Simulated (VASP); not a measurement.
Set up this calculation in VASP 6.6.1, as the native input.

- Task: single point
- Functional: PBEsol
- Potentials or basis: VASP PAW PBE potentials, release 64 (Mn_pv, S)
- Cutoff: 520 eV
- k mesh: 14 × 14 × 14
- Occupations: gaussian, width 0.15 eV
- Spin: collinear spin, ferromagnetic start
- Starting moments: [4.52, 0.12] μB
- Dipole correction: no
- Further INCAR settings: ALGO = Normal; EDIFF = 1e-06; NBANDS = 20

The structure of MnS lies in POSCAR:

```
MnS
1.0
    0.0000000000      2.7300000000      2.8000000000
    2.7300000000      0.0000000000      2.8000000000
    2.7300000000      2.7300000000      0.0000000000
Mn S
1 1
Direct
    0.0000000000      0.0000000000      0.0000000000
    0.7500000000      0.7500000000      0.7500000000
```

This cell differs from its parent crystal: strain -0.025 along x and y, +0.000 along z.

These files were run (other wordings do the same):

INCAR

```
SYSTEM = MnS
  PREC = Accurate
  ENCUT = 520
  EDIFF = 1E-6
  ISMEAR = 0
  SIGMA = 0.15
  LREAL = .False.
  LASPH = .True.
  NELM = 150
  ALGO = Normal
  ISIF = 2
  LWAVE = .False.
  LCHARG = .False.
  ISPIN = 2
  MAGMOM = 4.52 0.12
  LORBIT = 11
  LMAXMIX = 4
  GGA = PS
  NBANDS = 20
```

KPOINTS

```
regular mesh
0
Gamma
  14 14 14
  0 0 0
```

Potentials or basis: VASP PAW PBE potentials, release 64 (Mn_pv, S).

Launch:

```bash
$ cat potpaw_PBE.64/Mn_pv/POTCAR potpaw_PBE.64/S/POTCAR > POTCAR
$ mpirun -np 1 vasp_std > vasp.out
```

Results of the run:

```
Pressure                                              : -0.5 GPa
Net moment                                            : 4.71 μB per cell
Site moments                                          : Mn +4.17; S +0.06 μB
Valence electrons inside the program's atomic spheres : Mn 11.44; S 3.74
```

Caveat: the cell differs from its parent crystal (strain -0.025 along x and y, +0.000 along z); the PAW data sets were made with another functional, which shifts forces and pressure a little; a cell with one magnetic atom can't hold antiferromagnetic order, which such compounds often take.

Run time: 5.9 min on 1 thread of Intel(R) Xeon(R) Platinum 8259CL CPU @ 2.50GHz (Skylake/Cascade Lake), on a shared host, peak memory 0.41 GiB.
